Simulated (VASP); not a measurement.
# TiSi4Ni3 (Cmm2) in VASP: a series of runs

Runs on TiSi4Ni3. Level: PBE. Tasks: single point.

All numbers are computed with VASP 6.6.1; they aren't measurements. Logs are shortened: lines on timing, memory, paths and dates and some standing lists are left out, and cuts for length are marked.

## Step 1: The cell of the first run

The typed cell holds 8 atoms: a = 4.481 Å, b = 4.481 Å, c = 5.010 Å, α = 90.00°, β = 90.00°, γ = 90.01°.

## Step 2: Single point, PBE

File INCAR:

```
SYSTEM = TiSi4Ni3
PREC     = Accurate       ! precision mode
ENCUT    = 520            ! plane-wave cutoff, eV
EDIFF    = 1E-6           ! SCF threshold, eV
ISMEAR   = 0              ! smearing method
SIGMA    = 0.1            ! smearing width, eV
LREAL    = .FALSE.        ! projectors in reciprocal space
LASPH    = .TRUE.         ! aspherical terms in the spheres
NELM     = 100            ! most SCF steps
ALGO     = Fast           ! electronic algorithm
ISIF     = 2              ! what is computed and relaxed
LWAVE    = .FALSE.        ! write WAVECAR
LCHARG   = .TRUE.         ! write CHGCAR
GGA      = PE             ! functional
LELF     = .TRUE.         ! ELF
LVHAR    = .TRUE.       
NBANDS   = 39             ! bands
```

File KPOINTS:

```
Automatic mesh
0
G
  8 8 8
  0 0 0
```

File POSCAR:

```
TiSi4Ni3
1.0
    3.1683928682     -3.1690151883      0.0000000000
    3.1683928682      3.1690151883      0.0000000000
    0.0000000000      0.0000000000      5.0103736274
Ti Si Ni
1 4 3
Direct
    0.5000000000      0.5000000000      0.6160468535
    0.0000000000      0.0000000000      0.1865273932
    0.5000000000      0.5000000000      0.1115580909
    0.5000000000      0.0000000000      0.8632647211
    0.0000000000      0.5000000000      0.8632647211
    0.0000000000      0.0000000000      0.6751220925
    0.5000000000      0.0000000000      0.3421080303
    0.0000000000      0.5000000000      0.3421080303
```

Potentials or basis: VASP PAW PBE potentials, release 64 (Ti_sv, Si, Ni).

Run with:

```bash
$ cat potpaw_PBE.64/Ti_sv/POTCAR potpaw_PBE.64/Si/POTCAR potpaw_PBE.64/Ni/POTCAR > POTCAR
$ mpirun -np 1 vasp_std > vasp.out
```

OUTCAR:

```text
SYSTEM = TiSi4Ni3
   PREC = Accurate
   ENCUT = 520
   EDIFF = 1E-6
   ISMEAR = 0
   LREAL = .FALSE.
   LASPH = .TRUE.
   NELM = 100
   ISIF = 2
   GGA = PE

 ion  position               nearest neighbor table
   1  0.500  0.500  0.616-   3 2.48   3 2.53   5 2.56   4 2.56   4 2.56   5 2.56   8 2.63   7 2.63
                             7 2.63   8 2.63
   2  0.000  0.000  0.187-   7 2.37   8 2.37   8 2.37   7 2.37   6 2.45   6 2.56   5 2.76   4 2.76
                             4 2.76   5 2.76
   3  0.500  0.500  0.112-   1 2.48   7 2.52   8 2.52   7 2.52   8 2.52   1 2.53   4 2.56   4 2.56
                             5 2.56   5 2.56
   4  0.500  0.000  0.863-   7 2.40   6 2.43   6 2.43   1 2.56   1 2.56   3 2.56   3 2.56   7 2.61
                             2 2.76   2 2.76
   5  0.000  0.500  0.863-   8 2.40   6 2.43   6 2.43   1 2.56   1 2.56   3 2.56   3 2.56   8 2.61
                             2 2.76   2 2.76
   6  0.000  0.000  0.675-   4 2.43   5 2.43   5 2.43   4 2.43   2 2.45   2 2.56   7 2.79   8 2.79
                             8 2.79   7 2.79
   7  0.500  0.000  0.342-   2 2.37   2 2.37   4 2.40   3 2.52   3 2.52   4 2.61   1 2.63   1 2.63
                             6 2.79   6 2.79
   8  0.000  0.500  0.342-   2 2.37   2 2.37   5 2.40   3 2.52   3 2.52   5 2.61   1 2.63   1 2.63
                             6 2.79   6 2.79

  LATTYP: Found a base centered orthorhombic cell.
 ALAT       =     6.3367857364
 B/A-ratio  =     1.0001964151
 C/A-ratio  =     0.7906806125

  Lattice vectors:

 A1 = (   3.1683928682,  -3.1690151883,   0.0000000000)
 A2 = (   3.1683928682,   3.1690151883,   0.0000000000)
 A3 = (   0.0000000000,   0.0000000000,   5.0103736274)

Analysis of symmetry for initial positions (statically):
=====================================================================
 Subroutine PRICEL returns:
 Original cell was already a primitive cell.

 Routine SETGRP: Setting up the symmetry group for a
 base centered orthorhombic supercell.

 Subroutine GETGRP returns: Found  4 space group operations
 (whereof  4 operations were pure point group operations)
 out of a pool of  8 trial point group operations.

The static configuration has the point symmetry C_2v.

Analysis of symmetry for dynamics (positions and initial velocities):
=====================================================================
 Subroutine PRICEL returns:
 Original cell was already a primitive cell.

 Routine SETGRP: Setting up the symmetry group for a
 base centered orthorhombic supercell.

 Subroutine GETGRP returns: Found  4 space group operations
 (whereof  4 operations were pure point group operations)
[... 123 lines left out ...]
   TEBEG  =    0.0;   TEEND  =   0.0 temperature during run
   PSTRESS=    0.0 pullay stress
   NELECT =      58.0000    total number of electrons
   NUPDOWN=      -1.0000    fix difference up-down
   EMIN   =  10.00;   EMAX   =-10.00  energy-range for DOS
   EFERMI =   0.00;   METHOD = LEGACY
   ISMEAR =     0;   SIGMA  =   0.10  broadening in eV -4-tet -1-fermi 0-gaus
   EFERMI_NEDOS =   21; number of points for ismear=-14 and -15
   IALGO  =     68    algorithm
   IMIX   =      4    mixing-type and parameters
     AMIX     =   0.40;   BMIX     =  1.00
     AMIX_MAG =   1.60;   BMIX_MAG =  1.00
  volume/ion in A,a.u.               =      12.58        84.87
  Fermi-wavevector in a.u.,A,eV,Ry     =   1.362479  2.574711 25.257145  1.856348
  Thomas-Fermi vector in A             =   2.488965
   LORBIT       =      0    0 simple, 1 ext, 2 COOP (PROOUT), +10 PAW based schemes
   GGA     = PE    functional components
   LHFCALC =     F    Hartree Fock is set to
   AEXX    =    0.0000 exact exchange contribution
   IVDW    =     0    specifies the selected vdW correction
   LEPSILON=     F    determine dielectric tensor
   LRPA    =     F    only Hartree local field effects (RPA)
 non-spin polarized calculation
 RMM-DIIS sequential band-by-band and
 Gauss-broadening in eV      SIGMA  =   0.10
  energy-cutoff  :      520.00
  volume of cell :      100.62
 maximum number of plane-waves:      2729
 NGX is ok and might be reduce to    36
   NGX = 17   NGY = 17   NGZ = 19

 number of electron      57.9999975 magnetization

 Free energy of the ion-electron system (eV)
  ---------------------------------------------------
  ext. energy  EPLUGINS =         0.00000000
  ---------------------------------------------------
  free energy    TOTEN  =       -49.06219069 eV

  energy without entropy =      -49.04063229  energy(sigma->0) =      -49.05141149

 E-fermi :  10.4903     XC(G=0): -12.1683

 val. band max:       10.4883433842   @ k =   0.1250   0.1250   0.2500
 cond. band min:      10.4942855963   @ k =  -0.3750   0.2500   0.3750
 fundamental gap:      0.0059422121
 Fermi energy:        10.4903046828

 k-point     1 :       0.0000    0.0000    0.0000
  band No.  band energies     occupation
      1     -46.1224      2.00000
      2     -22.4709      2.00000
      3     -22.4708      2.00000
      4     -22.4174      2.00000
      5      -2.5581      2.00000
      6       2.7430      2.00000
[... 997 lines left out ...]
     38      14.3490      0.00000
     39      15.3606      0.00000

 [... further k-points ...]

------------------------ aborting loop because EDIFF is reached ----------------------------------------

  FORCE on cell =-STRESS in cart. coord.  units (eV):
  Direction    XX          YY          ZZ          XY          YZ          ZX
  --------------------------------------------------------------------------------------
  -------------------------------------------------------------------------------------
  Total        0.0453006      0.0421340      0.0811765      0.0000000      0.0000000      0.0000000
  in kB        0.7213583      0.6709347      1.2926390      0.0000000      0.0000000      0.0000000
  external PRESSURE =       0.8949774 kB  Pullay stress =       0.0000000 kB

 VOLUME and BASIS-vectors are now :
 -----------------------------------------------------------------------------
  energy-cutoff  :      520.00
  volume of cell :      100.62
      direct lattice vectors                 reciprocal lattice vectors
     3.168392868 -3.169015188  0.000000000     0.157808713 -0.157777723  0.000000000
     3.168392868  3.169015188  0.000000000     0.157808713  0.157777723  0.000000000
     0.000000000  0.000000000  5.010373627     0.000000000  0.000000000  0.199585914

 POSITION                                       TOTAL-FORCE (eV/Angst)
 -----------------------------------------------------------------------------------
      3.16839      0.00000      3.08662        -0.000000      0.000000     -0.015624
      0.00000      0.00000      0.93457         0.000000      0.000000     -0.006685
      3.16839      0.00000      0.55895        -0.000000      0.000000      0.000570
      1.58420     -1.58451      4.32528         0.000000     -0.000000     -0.001463
      1.58420      1.58451      4.32528         0.000000     -0.000000     -0.001463
      0.00000      0.00000      3.38261         0.000000      0.000000     -0.004630
      1.58420     -1.58451      1.71409         0.000000      0.000000      0.014648
      1.58420      1.58451      1.71409        -0.000000      0.000000      0.014648
 -----------------------------------------------------------------------------------
    total drift:                                0.000000     -0.000000     -0.010037

  FREE ENERGIE OF THE ION-ELECTRON SYSTEM (eV)
  ---------------------------------------------------
  free  energy   TOTEN  =       -49.0621906918 eV

  energy  without entropy=      -49.0406322929  energy(sigma->0) =      -49.05141149
```

OSZICAR:

```text
N       E                     dE             d eps       ncg     rms          rms(c)
DAV:   1     0.464689735552E+03    0.46469E+03   -0.25639E+04  8190   0.172E+03
DAV:   2    -0.642376476325E+01   -0.47111E+03   -0.45510E+03  8197   0.420E+02
DAV:   3    -0.526742755890E+02   -0.46251E+02   -0.44218E+02 11194   0.136E+02
[... 18 lines left out ...]
RMM:  22    -0.490621854423E+02   -0.33592E-05   -0.37395E-05 10579   0.199E-02    0.517E-03
RMM:  23    -0.490621874785E+02   -0.20362E-05   -0.24447E-05  9887   0.162E-02    0.529E-03
RMM:  24    -0.490621888760E+02   -0.13975E-05   -0.16999E-05  9884   0.166E-02    0.308E-03
RMM:  25    -0.490621899464E+02   -0.10704E-05   -0.12530E-05  8943   0.129E-02    0.432E-04
RMM:  26    -0.490621906918E+02   -0.74540E-06   -0.94129E-06  8342   0.118E-02
   1 F= -.49062191E+02 E0= -.49051411E+02  d E =-.215584E-01
```

stdout:

```text
POSCAR found type information on POSCAR TiSiNi
 POSCAR found :  3 types and       8 ions
 scaLAPACK will be used
 LDA part: xc-table for (Slater+PW92), standard interpolation
 POSCAR, INCAR and KPOINTS ok, starting setup
 FFT: planning ... GRIDC
 FFT: planning ... GRID_SOFT
 FFT: planning ... GRID
 WAVECAR not read
 entering main loop
WARNING in EDDRMM: call to ZHEGV failed, returncode =   8  4     35
WARNING in EDDRMM: call to ZHEGV failed, returncode =   8  4     31
WARNING in EDDRMM: call to ZHEGV failed, returncode =   8  4     22
WARNING in EDDRMM: call to ZHEGV failed, returncode =   6  3      6
WARNING in EDDRMM: call to ZHEGV failed, returncode =   6  3     28
WARNING in EDDRMM: call to ZHEGV failed, returncode =   8  4     27
WARNING in EDDRMM: call to ZHEGV failed, returncode =   8  4     33
```

It took 25 min on 1 thread of Oxide Virtual Turin-like, shared host; peak memory 0.44 GiB.

What came out:

```yaml
Free_energy: -49.0622 eV
Pressure: 0.1 GPa
Largest_force: 0.016 eV/Å
Band_gap_on_the_k_mesh: zero (bands 29 and 30 overlap by 1.16 eV)
```

Forces in eV/Å, atoms in the order of the input:
```
Ti   0.000  0.000 -0.016
Si   0.000  0.000 -0.007
Si   0.000  0.000  0.001
Si   0.000  0.000 -0.001
Si   0.000  0.000 -0.001
Ni   0.000  0.000 -0.005
Ni   0.000  0.000  0.015
Ni   0.000  0.000  0.015
```

## Step 3: Single point, PBE, collinear spin, ferrimagnetic start

File INCAR:

```
  PREC = Accurate
  ENCUT = 520
  EDIFF = 1E-6
  ISMEAR = 0
  SIGMA = 0.1
  LREAL = F
  LASPH = T
  NELM = 150
  ALGO = Fast
  ISIF = 2
  LWAVE = F
  LCHARG = F
  ISPIN = 2
  MAGMOM = 0 0 0 0 0 -2 2 -2
  LORBIT = 11
  LMAXMIX = 4
  GGA = PE
  NBANDS = 43
```

File KPOINTS:

```
regular mesh
0
Gamma
  4 4 4
```

File POSCAR:

```
TiSi4Ni3
1.0
    3.1340662244     -3.1819610341      0.0000000000
    3.1340665079      3.1819612962      0.0000000000
    0.0000000000      0.0000000000      5.0367402891
Ti Si Ni
1 4 3
Direct
    0.5000000000      0.5000000000      0.3839616421
    0.0000000000      0.0000000000      0.8131985734
    0.5000000000      0.5000000000      0.8888520382
    0.0000000000      0.5000000000      0.1354153252
    0.5000000000      0.0000000000      0.1354153440
    0.0000000000      0.0000000000      0.3266376016
    0.0000000000      0.5000000000      0.6582597806
    0.5000000000      0.0000000000      0.6582596950
```

Potentials or basis: VASP PAW PBE potentials, release 64 (Ti_sv, Si, Ni).

Run with:

```bash
$ cat potpaw_PBE.64/Ti_sv/POTCAR potpaw_PBE.64/Si/POTCAR potpaw_PBE.64/Ni/POTCAR > POTCAR
$ mpirun -np 1 vasp_std > vasp.out
```

Wall time 13 min (1 thread of Oxide Virtual Turin-like, shared host); peak memory 0.35 GiB.

It converged, with:

| Property | Result |
| --- | --- |
| Free energy | -49.0203 eV |
| Pressure | 0.1 GPa |
| Largest force | 0.017 eV/Å |
| Band gap on the k mesh | zero (filled and empty bands overlap) |
| Net moment | 0.00 μB per cell |
| Valence electrons inside the program's atomic spheres | Ti 10.43; Si 1.58, 1.61, 1.62 (each value once); Ni 9.36, 9.44 (each value once) |

Forces on the atoms (eV/Å):
```
Ti   0.000  0.000  0.017
Si   0.000  0.000 -0.009
Si   0.000  0.000  0.001
Si   0.000  0.000  0.000
Si   0.000  0.000  0.000
Ni   0.000  0.000  0.003
Ni   0.000  0.000 -0.006
Ni   0.000  0.000 -0.006
```

Stress tensor (GPa, compression positive):
```
 0.24  0.00  0.00
 0.00 -0.14  0.00
 0.00  0.00  0.09
```

Levels at points of the mesh, in eV from the Fermi level:
Spin up:
| k point | band 26 | band 27 | band 28 | band 29 | band 30 | band 31 | band 32 | band 33 |
| --- | --- | --- | --- | --- | --- | --- | --- | --- |
| (0.00, 0.00, 0.00) | -1.40 | -1.06 | -0.98 | -0.64 | 0.41 | 0.69 | 1.25 | 1.53 |
| (0.50, 0.00, 0.00) | -1.32 | -1.26 | -0.77 | -0.67 | 0.00 | 0.11 | 1.16 | 1.26 |
| (0.00, 0.50, 0.00) | -1.32 | -1.26 | -0.77 | -0.67 | 0.00 | 0.11 | 1.16 | 1.26 |
| (0.50, 0.50, 0.00) | -1.58 | -1.52 | -0.67 | -0.58 | -0.19 | 0.39 | 0.71 | 2.68 |
| (0.00, 0.00, 0.50) | -1.53 | -1.39 | -0.69 | -0.37 | 0.90 | 1.03 | 1.17 | 1.68 |
| (0.50, 0.00, 0.50) | -1.18 | -0.70 | -0.41 | 0.20 | 0.29 | 0.76 | 1.35 | 1.60 |
| (0.00, 0.50, 0.50) | -1.18 | -0.70 | -0.41 | 0.20 | 0.29 | 0.76 | 1.35 | 1.60 |
| (0.50, 0.50, 0.50) | -1.47 | -1.38 | 0.39 | 0.70 | 0.84 | 0.88 | 1.78 | 3.97 |
Spin down:
```tsv
k point	band 27	band 28	band 29	band 30	band 31	band 32
(0.00, 0.00, 0.00)	-1.06	-0.98	-0.64	0.41	0.69	1.25
(0.50, 0.00, 0.00)	-1.26	-0.77	-0.67	0.00	0.11	1.16
(0.00, 0.50, 0.00)	-1.26	-0.77	-0.67	0.00	0.11	1.16
(0.50, 0.50, 0.00)	-1.52	-0.67	-0.58	-0.19	0.39	0.71
(0.00, 0.00, 0.50)	-1.39	-0.69	-0.37	0.90	1.03	1.17
(0.50, 0.00, 0.50)	-0.70	-0.41	0.20	0.29	0.76	1.35
(0.00, 0.50, 0.50)	-0.70	-0.41	0.20	0.29	0.76	1.35
(0.50, 0.50, 0.50)	-1.38	0.39	0.70	0.84	0.88	1.78
```

Caveat: the moments typed at the start vanished in this run.

The gap in the log of VASP goes by the Fermi energy; the results here count the filled bands.